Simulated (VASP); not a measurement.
# H18CO9 in VASP: further runs, part 2 of 2

VASP 6.6.1. Earlier steps stand in the parts before.

### Step 4. Single point, r2SCAN+D3(BJ)

This run uses another cell than the first one, of 10.75 Å³/atom.

Contents of POSCAR:

```
H18CO9
1.0
    6.7017590000      0.0000000000      0.0000000000
    0.0000000000      6.7017590000      0.0000000000
    0.0000000000      0.0000000000      6.7017590000
O H C
9 18 1
Direct
    0.1876820697      0.4897072545      0.4872899786
   -0.0427947349      0.0491363536      0.8284392202
    0.6160621413      0.7160358945      0.4652659100
    0.2716749438     -0.0211586242      0.5051808040
    0.6021553446      0.1946354681      0.2166147723
    0.3909421392      0.5097766124      1.0802984709
    1.0167181482      0.4539852895      0.8799480853
    0.7631727730      0.7559060241      0.0525235240
    0.5785943660      0.2894463976      0.6042741913
    0.3204233396      0.4455248242      0.5384258073
    0.2184202685      0.5449464835      0.3559364042
   -0.0054314099      0.1892339011      0.8438829269
    0.0520460375     -0.0068787911      0.7284356241
    0.7004429733      0.7020843334      0.3482070901
    0.6358479915      0.5911134674      0.5395598379
    0.2603943233      0.0656991694      0.3926879495
    0.3602337834     -0.1282797546      0.4537913106
    0.6605728436      0.0853954909      0.1428281739
    0.6497249453      0.2016485523      0.3555335249
    0.4881703445      0.6133464364      1.1033222770
    0.4554774351      0.3830486892      1.0825516107
    1.1341201616      0.5077174515      0.9437820727
    1.0328930061      0.4985705992      0.7414023691
    0.8369742929      0.8662054246     -0.0125191013
    0.8400331913      0.6378922310      0.0107434481
    0.6027969672     -0.0090424022      0.6534851522
    0.5119700664      0.1587792101      0.8700551601
    0.5650158414      0.1442009478      0.7119623371
```

Contents of INCAR.step1:

```
PREC = Accurate
ENCUT = 580
ISMEAR = -1
SIGMA = 0.02
LREAL = False
LASPH = True
NELM = 120
NBANDS = 58
GGA = PE
ALGO = Normal
EDIFF = 1E-5
LWAVE = True
LCHARG = False
GGA_COMPAT = False
```

Contents of INCAR.step2:

```
PREC = Accurate
ENCUT = 580
EDIFF = 1E-6
ISMEAR = -1
SIGMA = 0.02
LREAL = False
LASPH = True
NELM = 120
ALGO = Normal
ISIF = 2
LWAVE = False
LCHARG = False
METAGGA = R2SCAN
LMIXTAU = True
IVDW = 12
VDW_S6 = 1.0
VDW_S8 = 0.78981345
VDW_A1 = 0.49484001
VDW_A2 = 5.73083694
NBANDS = 58
ISTART = 1
GGA_COMPAT = False
```

Contents of KPOINTS:

```
regular mesh
0
Gamma
  1 1 1
```

Potentials or basis: VASP PAW PBE potentials, release 64 (O, H, C).

On the command line:

```
$ cat potpaw_PBE.64/O/POTCAR potpaw_PBE.64/H/POTCAR potpaw_PBE.64/C/POTCAR > POTCAR
$ cp INCAR.step1 INCAR
$ mpirun -np 1 vasp_gam > vasp.out
$ cp INCAR.step2 INCAR
$ mpirun -np 1 vasp_gam > vasp.out
```

OUTCAR:

```text
PREC = Accurate
   ENCUT = 580
   EDIFF = 1E-6
   ISMEAR = -1
   LREAL = False
   LASPH = True
   NELM = 120
   ISIF = 2
   METAGGA = R2SCAN
   IVDW = 12
   ISTART = 1
 IVDW          = 12

 ion  position               nearest neighbor table
   1  0.188  0.490  0.487-  11 0.98  10 1.00
   2  0.957  0.049  0.828-  12 0.98  13 1.00
   3  0.616  0.716  0.465-  14 0.97  15 0.98
   4  0.272  0.979  0.505-  16 0.96  17 0.99
   5  0.602  0.195  0.217-  18 0.97  19 0.99
   6  0.391  0.510  0.080-  21 0.95  20 0.96
   7  0.017  0.454  0.880-  22 0.97  23 0.98
   8  0.763  0.756  0.053-  25 0.98  24 0.99
   9  0.579  0.289  0.604-  28 1.22
  10  0.320  0.446  0.538-   1 1.00
  11  0.218  0.545  0.356-   1 0.98
  12  0.995  0.189  0.844-   2 0.98
  13  0.052  0.993  0.728-   2 1.00
  14  0.700  0.702  0.348-   3 0.97
[... 11 lines left out ...]
  26  0.603  0.991  0.653-  28 1.13
  27  0.512  0.159  0.870-  28 1.12
  28  0.565  0.144  0.712-  27 1.12  26 1.13   9 1.22

  LATTYP: Found a simple cubic cell.
 ALAT       =     6.7017590000

  Lattice vectors:

 A1 = (   6.7017590000,   0.0000000000,   0.0000000000)
 A2 = (   0.0000000000,   6.7017590000,   0.0000000000)
 A3 = (   0.0000000000,   0.0000000000,   6.7017590000)

Analysis of symmetry for initial positions (statically):
=====================================================================
 Subroutine PRICEL returns:
 Original cell was already a primitive cell.

 Routine SETGRP: Setting up the symmetry group for a
 simple cubic supercell.

 Subroutine GETGRP returns: Found  1 space group operations
 (whereof  1 operations were pure point group operations)
 out of a pool of 48 trial point group operations.

[... 159 lines left out ...]
   IALGO  =     38    algorithm
   IMIX   =      4    mixing-type and parameters
     AMIX     =   0.40;   BMIX     =  1.00
     AMIX_MAG =   1.60;   BMIX_MAG =  1.00
  volume/ion in A,a.u.               =      10.75        72.54
  Fermi-wavevector in a.u.,A,eV,Ry     =   1.034722  1.955342 14.567086  1.070651
  Thomas-Fermi vector in A             =   2.169031
   LORBIT       =      0    0 simple, 1 ext, 2 COOP (PROOUT), +10 PAW based schemes
   METAGGA = R2SCAN    functional components
   LHFCALC =     F    Hartree Fock is set to
   AEXX    =    0.0000 exact exchange contribution
   IVDW    =    12    specifies the selected vdW correction
   LEPSILON=     F    determine dielectric tensor
   LRPA    =     F    only Hartree local field effects (RPA)
 non-spin polarized calculation
  energy-cutoff  :      580.00
  volume of cell :      301.00
 maximum number of plane-waves:      4814
 NGX is ok and might be reduce to    54
   NGX = 27   NGY = 27   NGZ = 27

 number of electron      76.0000009 magnetization

 Free energy of the ion-electron system (eV)
  ---------------------------------------------------
  ext. energy  EPLUGINS =         0.00000000
  ---------------------------------------------------
  free energy    TOTEN  =      -150.20882992 eV

  energy without entropy =     -150.20882992  energy(sigma->0) =     -150.20882992

 E-fermi :  -3.3589     XC(G=0):  -6.9181

 val. band max:       -3.9257894863   @ k =   0.0000   0.0000   0.0000
 cond. band min:       0.8035811125   @ k =   0.0000   0.0000   0.0000
 fundamental gap:      4.7293705987
 Fermi energy:        -3.3588560625

 k-point     1 :       0.0000    0.0000    0.0000
  band No.  band energies     occupation
      1     -25.4921      2.00000
      2     -24.0486      2.00000
      3     -23.7422      2.00000
      4     -23.6537      2.00000
      5     -23.5258      2.00000
      6     -23.4104      2.00000
[... 42 lines left out ...]
     49       6.5115      0.00000
     50       6.6786      0.00000
 [bands above 50 left out]

------------------------ aborting loop because EDIFF is reached ----------------------------------------

 Edisp (eV)   -0.46738

 E8    (eV) :    -0.0691

  FORCE on cell =-STRESS in cart. coord.  units (eV):
  Direction    XX          YY          ZZ          XY          YZ          ZX
  --------------------------------------------------------------------------------------
  -------------------------------------------------------------------------------------
  Total      -3.60405    -2.09424    -4.05819     1.30626    -1.17186     2.18555
  in kB     -19.18379   -11.14732   -21.60115     6.95304    -6.23766    11.63337
  external pressure =      -17.31 kB  Pullay stress =        0.00 kB

 VOLUME and BASIS-vectors are now :
 -----------------------------------------------------------------------------
  energy-cutoff  :      580.00
  volume of cell :      301.00
      direct lattice vectors                 reciprocal lattice vectors
     6.701759000  0.000000000  0.000000000     0.149214557  0.000000000  0.000000000
     0.000000000  6.701759000  0.000000000     0.000000000  0.149214557  0.000000000
     0.000000000  0.000000000  6.701759000     0.000000000  0.000000000  0.149214557

 POSITION                                       TOTAL-FORCE (eV/Angst)
 -----------------------------------------------------------------------------------
      1.25780      3.28190      3.26570         1.080774     -0.279327      0.288527
      6.41496      0.32930      5.55200         0.697522     -0.618934     -0.700712
      4.12870      4.79870      3.11810         0.154850     -0.718353      0.306900
      1.82070      6.55996      3.38560         0.384971     -1.137644     -0.152859
      4.03550      1.30440      1.45170        -0.115853     -0.057295     -0.348626
      2.62000      3.41640      0.53814        -1.428878      1.101571     -0.262341
[... 20 lines left out ...]
      3.43110      1.06410      5.83090         0.161025     -0.044048     -0.381026
      3.78660      0.96640      4.77140         0.091542     -1.394659      0.054138
 -----------------------------------------------------------------------------------
    total drift:                                0.003040      0.000180     -0.000743

  FREE ENERGIE OF THE ION-ELECTRON SYSTEM (eV)
  ---------------------------------------------------
  free  energy   TOTEN  =      -150.6762055721 eV

  energy  without entropy=     -150.6762055721  energy(sigma->0) =     -150.67620557
```

OUTCAR.step1:

```text
PREC = Accurate
   ENCUT = 580
   ISMEAR = -1
   LREAL = False
   LASPH = True
   NELM = 120
[... 331 lines left out ...]
      2.62000      3.41640      0.53814        -1.893994      1.210803     -0.327605
[... 20 lines left out ...]
      3.43110      1.06410      5.83090         0.097552     -0.034727     -0.190443
      3.78660      0.96640      4.77140         0.052248     -1.624321      0.275274
 -----------------------------------------------------------------------------------
    total drift:                                0.004620     -0.002909      0.001143

  FREE ENERGIE OF THE ION-ELECTRON SYSTEM (eV)
  ---------------------------------------------------
  free  energy   TOTEN  =      -139.0916291623 eV

  energy  without entropy=     -139.0916291623  energy(sigma->0) =     -139.09162916
```

Run time: 88 s. Hardware: 1 thread of AMD EPYC 9R45 (Zen 5), shared host; peak memory 0.39 GiB.

Results:

| Item | Value |
| --- | --- |
| Free energy | -150.6762 eV |
| Pressure | -1.7 GPa |
| Largest force | 1.823 eV/Å |
| Dispersion energy per atom | -0.017 eV |

Forces in eV/Å, atoms in the order of the input:
```
O    1.081 -0.279  0.289
O    0.698 -0.619 -0.701
O    0.155 -0.718  0.307
O    0.385 -1.138 -0.153
O   -0.116 -0.057 -0.349
O   -1.429  1.102 -0.262
O   -0.363  0.323 -0.600
O    0.506  0.025 -0.035
O    0.276  0.590 -0.322
H   -1.158  0.373 -0.518
H    0.015 -0.316  0.320
H   -0.028  0.106  0.169
H   -0.722  0.497  0.596
H    0.009  0.286 -0.172
H   -0.248  0.566 -0.243
H   -0.134  0.599 -0.314
H   -0.408  0.477  0.696
H    0.229 -0.037  0.523
H   -0.246 -0.030 -0.339
H    0.358 -0.099 -0.239
H    0.767 -0.607  0.567
H    0.716 -0.141  0.430
H   -0.022 -0.207  0.088
H   -0.186 -0.258  0.068
H   -0.257  0.166 -0.065
H   -0.131  0.835  0.585
H    0.161 -0.044 -0.381
C    0.092 -1.395  0.054
```

Levels at points of the mesh, in eV from the Fermi level:
```tsv
k point	band 36	band 37	band 38	band 39	band 40	band 41
(0.00, 0.00, 0.00)	-1.10	-0.93	-0.57	4.16	4.72	7.54
```

Caveat: the k points lie up to 0.94 Å⁻¹ apart, too coarse for converged energies, forces and pressures; the PAW data sets were made with another functional, which shifts forces and pressure a little.

### Step 5. Single point, r2SCAN+D3(BJ)

This run uses another cell than the first one, of 10.75 Å³/atom.

Contents of POSCAR:

```
H18CO9
1.0
    6.7017590000      0.0000000000      0.0000000000
    0.0000000000      6.7017590000      0.0000000000
    0.0000000000      0.0000000000      6.7017590000
O H C
9 18 1
Direct
    0.1859959452      0.4898415476      0.4877823867
   -0.0492258823      0.0453612253      0.8241119981
    0.6149430321      0.7108581493      0.4546567550
    0.2597079364     -0.0222031261      0.5037931086
    0.6004244557      0.1956053627      0.2104522111
    0.3910316680      0.5105823710      1.0830738617
    1.0073922384      0.4477481211      0.8789334263
    0.7662018285      0.7619044493      0.0612824185
    0.5718647895      0.2853280758      0.6045278560
    0.3143204642      0.4364973435      0.5442600965
    0.2259406821      0.5365606254      0.3530117988
   -0.0174581032      0.1808182001      0.8534923443
    0.0467190778     -0.0047897873      0.7218701836
    0.7165879883      0.7152749002      0.3555633678
    0.6324458997      0.5976192221      0.5444242325
    0.2293427740      0.0862758568      0.4162041637
    0.3706041951     -0.1074046381      0.4555818853
    0.6473971983      0.0720258666      0.1464391662
    0.6428312328      0.1780577308      0.3480578756
    0.4958101298      0.5983652948      1.1385667554
    0.4663850192      0.3906437101      1.0955780415
    1.1171693879      0.5065237350      0.9545702852
    1.0250293990      0.4905726989      0.7373437332
    0.8403017775      0.8668022828     -0.0132651741
    0.8246790134      0.6396828057      0.0044764367
    0.6129584785     -0.0185921338      0.6629453551
    0.5384705717      0.1578988442      0.8745614398
    0.5687163624      0.1410226778      0.7108283064
```

Contents of INCAR.step1:

```
  PREC = Accurate
  ENCUT = 580
  ISMEAR = -1
  SIGMA = 0.02
  LREAL = False
  LASPH = True
  NELM = 120
  NBANDS = 58
  GGA = PE
  ALGO = Normal
  EDIFF = 1E-5
  LWAVE = True
  LCHARG = False
  GGA_COMPAT = False
```

Contents of INCAR.step2:

```
  PREC = Accurate
  ENCUT = 580
  EDIFF = 1E-6
  ISMEAR = -1
  SIGMA = 0.02
  LREAL = False
  LASPH = True
  NELM = 120
  ALGO = Normal
  ISIF = 2
  LWAVE = False
  LCHARG = False
  METAGGA = R2SCAN
  LMIXTAU = True
  IVDW = 12
  VDW_S6 = 1.0
  VDW_S8 = 0.78981345
  VDW_A1 = 0.49484001
  VDW_A2 = 5.73083694
  NBANDS = 58
  ISTART = 1
  GGA_COMPAT = False
```

KPOINTS is that of step 4.

On the command line:

```
$ cat potpaw_PBE.64/O/POTCAR potpaw_PBE.64/H/POTCAR potpaw_PBE.64/C/POTCAR > POTCAR
$ cp INCAR.step1 INCAR
$ mpirun -np 1 vasp_gam > vasp.out
$ cp INCAR.step2 INCAR
$ mpirun -np 1 vasp_gam > vasp.out
```

It took 94 s on 1 thread of AMD EPYC 9R45 (Zen 5), shared host; peak memory 0.38 GiB.

It converged, with:

```yaml
Free_energy: -150.4049 eV
Pressure: -1.8 GPa
Largest_force: 2.945 eV/Å
Dispersion_energy_per_atom: -0.017 eV
```

Forces in eV/Å, atoms in the order of the input:
```
O    1.448 -0.438 -0.140
O    0.275 -1.794 -0.897
O   -1.018  0.008  1.029
O    0.220 -0.902  0.600
O    0.628 -1.394 -0.572
O    0.325  1.561  0.438
O   -0.112  0.581 -0.775
O    0.629  0.077 -0.351
O    0.158  0.931 -1.226
H   -1.316  0.590 -0.628
H   -0.197 -0.413  0.858
H    0.411  1.193  0.199
H   -0.599  0.549  0.729
H    0.790 -0.152 -0.684
H    0.109  0.270 -0.503
H    0.383  0.106 -0.517
H   -0.775  0.697  0.049
H   -0.298  0.624  0.149
H   -0.316  0.658  0.324
H   -0.922  0.264 -0.531
H    0.079 -1.494  0.169
H    0.222 -0.261 -0.288
H    0.223 -0.274  0.970
H   -0.210 -0.224  0.208
H   -0.206  0.176  0.139
H   -0.554  1.497  0.145
H   -0.180 -0.048 -0.420
C    0.801 -2.388  1.526
```

Stress tensor (GPa, compression positive):
```
-2.62  1.30  0.54
 1.30 -0.94 -0.46
 0.54 -0.46 -1.93
```

Levels at points of the mesh, in eV from the Fermi level:
| k point | band 34 | band 35 | band 36 | band 37 | band 38 | band 39 | band 40 | band 41 | band 42 | band 43 |
| --- | --- | --- | --- | --- | --- | --- | --- | --- | --- | --- |
| (0.00, 0.00, 0.00) | -1.39 | -1.36 | -1.07 | -0.91 | -0.53 | 4.21 | 4.65 | 7.60 | 7.79 | 7.85 |

Caveat: the k points lie up to 0.94 Å⁻¹ apart, too coarse for converged energies, forces and pressures; the PAW data sets were made with another functional, which shifts forces and pressure a little.

### Step 6. The runs side by side

| cell | pressure (GPa) | largest force (eV/Å) |
| --- | --- | --- |
| a = 6.684 Å, 28 atoms, atomic positions A | -1.8 | 2.79 |
| a = 6.660 Å, 28 atoms, atomic positions B | -0.1 | 2.78 |
| a = 6.702 Å, 28 atoms, atomic positions C | -1.7 | 1.82 |
| a = 6.702 Å, 28 atoms, atomic positions D | -1.8 | 2.94 |

Alike in all rows: task single point; level r2SCAN+D3(BJ); potentials or basis VASP PAW PBE potentials, release 64 (O, H, C); no spin polarisation; k mesh 1 × 1 × 1; cutoff (eV) 580; smearing fermi-dirac 0.02 eV.

Caveats: all runs use coarse meshes; the PAW data sets were made with another functional, which shifts forces and pressure a little; the atoms stand as in a frame of molecular dynamics (at least some runs).

Absolute energies hang on the potentials; compare differences alone.
